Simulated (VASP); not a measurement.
# SrO (P6_3/mmc) in VASP: single point with PBE

Aim: the single point of SrO with PBE.

Program: VASP 6.6.1. These are calculated values, not measurements. Logs are shortened: lines on timing, memory, paths and dates and some standing lists are left out, and cuts for length are marked.

## (1) The cell of the first run

The structure is hexagonal, space group P6_3/mmc (No. 194). Conventional cell: a = 4.290 Å, b = 4.290 Å, c = 5.184 Å, α = 90.00°, β = 90.00°, γ = 120.00°. Sr (site symmetry -6m2) has 5 O at 2.48 to 2.59 Å within 3.3 Å. Within 3.3 Å of O (site symmetry -6m2) lie 5 Sr at 2.48 to 2.59 Å.

## (2) Single point, PBE, non-collinear spin, zero start, spin-orbit coupling

Input file POSCAR:

```
SrO
1.0
    4.2903151937      0.0000000000      0.0000000000
   -2.1451575969      3.7155219480      0.0000000000
    0.0000000000      0.0000000000      5.1841505800
Sr O
2 2
Direct
    0.3333333333      0.6666666667      0.9375024113
    0.6666666667      0.3333333333      0.4375024113
    0.3333333333      0.6666666667      0.4374975887
    0.6666666667      0.3333333333      0.9374975887
```

Input file INCAR.step1:

```
PREC = Accurate
ENCUT = 520
EDIFF = 1E-7
ISMEAR = 0
SIGMA = 0.02
LREAL = F
LASPH = T
NELM = 150
ALGO = Normal
ISIF = 2
LWAVE = F
LCHARG = T
MAGMOM = 0 0 0 0 0 0 0 0 0 0 0 0
LSORBIT = T
GGA_COMPAT = F
LORBMOM = T
GGA = PE
NBANDS = 46
```

Input file KPOINTS.step1:

```
Automatic mesh
0
Gamma
  6 6 6
```

Input file INCAR.step2:

```
PREC = Accurate
ENCUT = 520
EDIFF = 1E-7
ISMEAR = -5
SIGMA = 0.02
LREAL = F
LASPH = T
NELM = 150
ALGO = Normal
ISIF = 2
LWAVE = F
LCHARG = F
MAGMOM = 0 0 0 0 0 0 0 0 0 0 0 0
LORBIT = 10
LSORBIT = T
GGA_COMPAT = F
LORBMOM = T
GGA = PE
NEDOS = 2001
ICHARG = 11
```

Input file KPOINTS.step2:

```
Automatic mesh
0
Gamma
  9 9 9
```

Potentials or basis: VASP PAW PBE potentials, release 64 (Sr_sv, O).

Command:

```
$ cat potpaw_PBE.64/Sr_sv/POTCAR potpaw_PBE.64/O/POTCAR > POTCAR
$ cp INCAR.step1 INCAR
$ cp KPOINTS.step1 KPOINTS
$ mpirun -np 1 vasp_ncl > vasp.out
$ cp INCAR.step2 INCAR
$ cp KPOINTS.step2 KPOINTS
$ mpirun -np 1 vasp_ncl > vasp.out
```

OUTCAR:

```text
PREC = Accurate
   ENCUT = 520
   EDIFF = 1E-7
   ISMEAR = -5
   LREAL = F
   LASPH = T
   NELM = 150
   ISIF = 2
   LORBIT = 10
   LSORBIT = T
   GGA = PE
   ICHARG = 11

 ion  position               nearest neighbor table
   1  0.333  0.667  0.938-   4 2.48   4 2.48   4 2.48   3 2.59   3 2.59   2 3.59   2 3.59   2 3.59
                             2 3.59   2 3.59   2 3.59
   2  0.667  0.333  0.438-   3 2.48   3 2.48   3 2.48   4 2.59   4 2.59   1 3.59   1 3.59   1 3.59
                             1 3.59   1 3.59   1 3.59
   3  0.333  0.667  0.437-   2 2.48   2 2.48   2 2.48   1 2.59   1 2.59
   4  0.667  0.333  0.937-   1 2.48   1 2.48   1 2.48   2 2.59   2 2.59

  LATTYP: Found a hexagonal cell.
 ALAT       =     4.2903151937
 C/A-ratio  =     1.2083379300

  Lattice vectors:

 A1 = (   4.2903151937,   0.0000000000,   0.0000000000)
 A2 = (  -2.1451575969,   3.7155219480,   0.0000000000)
 A3 = (   0.0000000000,   0.0000000000,   5.1841505800)

Analysis of symmetry for initial positions (statically):
=====================================================================
 Subroutine PRICEL returns:
 Original cell was already a primitive cell.

 Routine SETGRP: Setting up the symmetry group for a
 hexagonal supercell.

 Subroutine GETGRP returns: Found 24 space group operations
 (whereof  6 operations were pure point group operations)
 out of a pool of 24 trial point group operations.

The static configuration has the point symmetry C_3v.
 The point group associated with its full space group is D_6h.

Analysis of symmetry for dynamics (positions and initial velocities):
=====================================================================
 Subroutine PRICEL returns:
 Original cell was already a primitive cell.

 Routine SETGRP: Setting up the symmetry group for a
 hexagonal supercell.

 Subroutine GETGRP returns: Found 24 space group operations
 (whereof  6 operations were pure point group operations)
 out of a pool of 24 trial point group operations.

The dynamic configuration has the point symmetry C_3v.
 The point group associated with its full space group is D_6h.

Analysis of structural, dynamic, and magnetic symmetry:
=====================================================================
 Subroutine PRICEL returns:
 Original cell was already a primitive cell.

 Routine SETGRP: Setting up the symmetry group for a
 hexagonal supercell.

 Subroutine GETGRP returns: Found 24 space group operations
 (whereof  6 operations were pure point group operations)
 out of a pool of 24 trial point group operations.

The overall configuration has the point symmetry C_3v.
 The point group associated with its full space group is D_6h.

[... 1218 lines left out ...]
    total drift:                               -0.000000      0.000000      0.059915

  FREE ENERGIE OF THE ION-ELECTRON SYSTEM (eV)
  ---------------------------------------------------
  free  energy   TOTEN  =       -24.0802213515 eV

  energy  without entropy=      -24.0802213515  energy(sigma->0) =      -24.08022135

 orbital moment (x)

 # of ion     p       d       tot
 ----------------------------------------
  1         0.000   0.000   0.000
  2         0.000  -0.000  -0.000
  3        -0.000   0.000  -0.000
  4         0.000   0.000   0.000
 ----------------------------------------
            0.000   0.000   0.000

 orbital moment (y)

 # of ion     p       d       tot
 ----------------------------------------
  1         0.000   0.000   0.000
  2         0.000  -0.000  -0.000
  3        -0.000   0.000  -0.000
  4        -0.000   0.000  -0.000
 ----------------------------------------
            0.000   0.000   0.000

 orbital moment (z)

 # of ion     p       d       tot
 ----------------------------------------
  1         0.000  -0.000  -0.000
  2         0.000   0.000   0.000
  3         0.000   0.000   0.000
  4        -0.000   0.000  -0.000
 ----------------------------------------
            0.000   0.000   0.000

 Spin-Orbit-Coupling matrix elements

 Ion:    1  E_soc:     -0.1753435
 l=   1
     0.0000000    -0.0291858    -0.0292090
    -0.0291858     0.0000000    -0.0291858
    -0.0292090    -0.0291858     0.0000000
 l=   2
     0.0000000    -0.0000046     0.0000000    -0.0000046    -0.0000333
    -0.0000046     0.0000000    -0.0000190    -0.0000015    -0.0000046
     0.0000000    -0.0000190     0.0000000    -0.0000190     0.0000000
    -0.0000046    -0.0000015    -0.0000190     0.0000000    -0.0000046
    -0.0000333    -0.0000046     0.0000000    -0.0000046     0.0000000
 l=   3
     0.0000000     0.0000000     0.0000000     0.0000000     0.0000000     0.0000000     0.0000000
     0.0000000     0.0000000     0.0000000     0.0000000     0.0000000     0.0000000     0.0000000
     0.0000000     0.0000000     0.0000000     0.0000000     0.0000000     0.0000000     0.0000000
     0.0000000     0.0000000     0.0000000     0.0000000     0.0000000     0.0000000     0.0000000
[... 49 lines left out ...]
 l=   2
     0.0000000     0.0000000     0.0000000     0.0000000     0.0000000
     0.0000000     0.0000000     0.0000000     0.0000000     0.0000000
     0.0000000     0.0000000     0.0000000     0.0000000     0.0000000
     0.0000000     0.0000000     0.0000000     0.0000000     0.0000000
     0.0000000     0.0000000     0.0000000     0.0000000     0.0000000
 l=   3
     0.0000000     0.0000000     0.0000000     0.0000000     0.0000000     0.0000000     0.0000000
     0.0000000     0.0000000     0.0000000     0.0000000     0.0000000     0.0000000     0.0000000
     0.0000000     0.0000000     0.0000000     0.0000000     0.0000000     0.0000000     0.0000000
     0.0000000     0.0000000     0.0000000     0.0000000     0.0000000     0.0000000     0.0000000
     0.0000000     0.0000000     0.0000000     0.0000000     0.0000000     0.0000000     0.0000000
     0.0000000     0.0000000     0.0000000     0.0000000     0.0000000     0.0000000     0.0000000
     0.0000000     0.0000000     0.0000000     0.0000000     0.0000000     0.0000000     0.0000000

 total charge

# of ion       s       p       d       tot
------------------------------------------
    1        2.016   5.822   0.263   8.101
    2        2.016   5.822   0.263   8.101
    3        1.554   3.414   0.000   4.968
    4        1.554   3.414   0.000   4.968
--------------------------------------------------
tot          7.139  18.472   0.526  26.137

 magnetization (x)

# of ion       s       p       d       tot
------------------------------------------
    1       -0.000   0.000   0.000   0.000
    2        0.000   0.000  -0.000   0.000
    3        0.000  -0.000   0.000  -0.000
    4        0.000  -0.000   0.000  -0.000
--------------------------------------------------
tot          0.000  -0.000   0.000  -0.000

 magnetization (y)

# of ion       s       p       d       tot
------------------------------------------
    1       -0.000   0.000  -0.000  -0.000
    2       -0.000   0.000  -0.000  -0.000
    3        0.000   0.000   0.000   0.000
    4        0.000   0.000   0.000   0.000
--------------------------------------------------
tot         -0.000   0.000  -0.000  -0.000

 magnetization (z)

# of ion       s       p       d       tot
------------------------------------------
    1       -0.000  -0.000  -0.000  -0.000
    2       -0.000   0.000  -0.000   0.000
    3        0.000   0.000   0.000   0.000
    4        0.000   0.000   0.000   0.000
--------------------------------------------------
tot         -0.000   0.000  -0.000   0.000
```

OSZICAR.step1:

```text
N       E                     dE             d eps       ncg     rms          rms(c)
DAV:   1     0.215781410903E+03    0.21578E+03   -0.16109E+04  2576   0.130E+03
DAV:   2    -0.113684314652E+02   -0.22715E+03   -0.21537E+03  3262   0.315E+02
DAV:   3    -0.291165569678E+02   -0.17748E+02   -0.17647E+02  3644   0.793E+01
DAV:   4    -0.298234991671E+02   -0.70694E+00   -0.70561E+00  3968   0.140E+01
DAV:   5    -0.298556844405E+02   -0.32185E-01   -0.32182E-01  3554   0.194E+00    0.312E+01
DAV:   6    -0.243554385147E+02    0.55002E+01   -0.27497E+01  3094   0.277E+01    0.338E+01
DAV:   7    -0.241767586627E+02    0.17868E+00   -0.22659E+00  3326   0.901E+00    0.197E+01
DAV:   8    -0.240757011437E+02    0.10106E+00   -0.58940E-01  3008   0.536E+00    0.329E+00
DAV:   9    -0.240679906290E+02    0.77105E-02   -0.38881E-02  3472   0.135E+00    0.151E+00
DAV:  10    -0.240737748147E+02   -0.57842E-02   -0.12116E-02  3434   0.598E-01    0.398E-01
DAV:  11    -0.240788225221E+02   -0.50477E-02   -0.31395E-03  2996   0.334E-01    0.286E-01
DAV:  12    -0.240795865856E+02   -0.76406E-03   -0.94795E-04  3098   0.163E-01    0.115E-01
DAV:  13    -0.240797410337E+02   -0.15445E-03   -0.13517E-04  3304   0.595E-02    0.624E-02
DAV:  14    -0.240798192741E+02   -0.78240E-04   -0.10939E-04  2902   0.585E-02    0.127E-02
DAV:  15    -0.240798226829E+02   -0.34088E-05   -0.87344E-06  3634   0.164E-02    0.444E-03
DAV:  16    -0.240798229023E+02   -0.21945E-06   -0.62025E-07  3106   0.463E-03    0.245E-03
DAV:  17    -0.240798227329E+02    0.16940E-06   -0.50707E-07  2710   0.468E-03    0.247E-03
DAV:  18    -0.240798227506E+02   -0.17652E-07   -0.39285E-08  2432   0.152E-03
   1 F= -.24079823E+02 E0= -.24079823E+02  d E =-.138186E-27  mag=     0.0000     0.0000    -0.0000
```

Wall time 9.6 min (1 thread of Intel Xeon Platinum 8259CL at 2.50GHz (Skylake/Cascade Lake), shared host); peak memory 0.51 GiB.

Results:

```yaml
Net_moment: 0.00 μB per cell
Valence_electrons_inside_the_program's_atomic_spheres: Sr 8.10; O 4.97
```

Moments on the atoms (μB; x, y, z):
```
Sr  0.00 0.00 0.00
Sr  0.00 0.00 0.00
O   0.00 0.00 0.00
O   0.00 0.00 0.00
```
